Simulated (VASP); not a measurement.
Here is a VASP 6.6.1 calculation.

Contents of INCAR:

```
  PREC = Accurate
  ENCUT = 520
  EDIFF = 1E-6
  ISMEAR = 0
  SIGMA = 0.05
  LREAL = F
  LASPH = T
  NELM = 150
  ALGO = Normal
  ISIF = 2
  LWAVE = F
  LCHARG = F
  ISPIN = 2
  MAGMOM = 4.47 -4.47 0 0
  LORBIT = 11
  LMAXMIX = 6
  LDAU = T
  LDAUTYPE = 2
  LDAUL = 3 -1
  LDAUU = 6 0
  LDAUJ = 0 0
  LDAUPRINT = 1
  GGA = PE
  NBANDS = 32
```

The input KPOINTS:

```
Automatic mesh
0
Gamma
  6 6 3
```

The input POSCAR:

```
PmSb
1.0
    0.0000000000      3.5755142282      3.5755142282
    3.5755142282      0.0000000000      3.5755142282
    7.0709284992      7.0709284992      0.0800999571
Pm Sb
2 2
Direct
   -0.0015570604     -0.0015570604      0.0023355906
   -0.0015569843     -0.0015569843      0.5023354764
    0.2515570697      0.2515570697      0.1226643955
    0.2515569750      0.2515569750      0.6226645375
```

Potentials or basis: VASP PAW PBE potentials, release 64 (Pm, Sb).

The run is started by

```bash
$ cat potpaw_PBE.64/Pm/POTCAR potpaw_PBE.64/Sb/POTCAR > POTCAR
$ mpirun -np 1 vasp_std > vasp.out
```

Task: Estimate the band gap on the k mesh.

Result: 0.45 eV.

Task: Estimate the net moment.

Result: 0.00 μB per cell.

Eigenvalues of the final occupation matrices:
```tsv
site	spin	trace	eigenvalues
site 1 f	1	4.00	0.02 0.02 0.03 0.98 0.98 0.98 0.98
site 1 f	2	0.02	0.00 0.00 0.00 0.00 0.00 0.00 0.00
site 2 f	1	0.02	0.00 0.00 0.00 0.00 0.00 0.00 0.00
site 2 f	2	4.00	0.02 0.02 0.03 0.98 0.98 0.98 0.98
```

Caveat: the magnetic or orbital state may not be the lowest; the antiferromagnetic order is the one typed at the start, and another may lie lower; semilocal functionals underestimate gaps, and a narrow one can read as zero; spin-orbit coupling is left out, which moves the levels of the heavy elements; the U is typed as a test and isn't derived for this compound. A k mesh can miss the band edges.
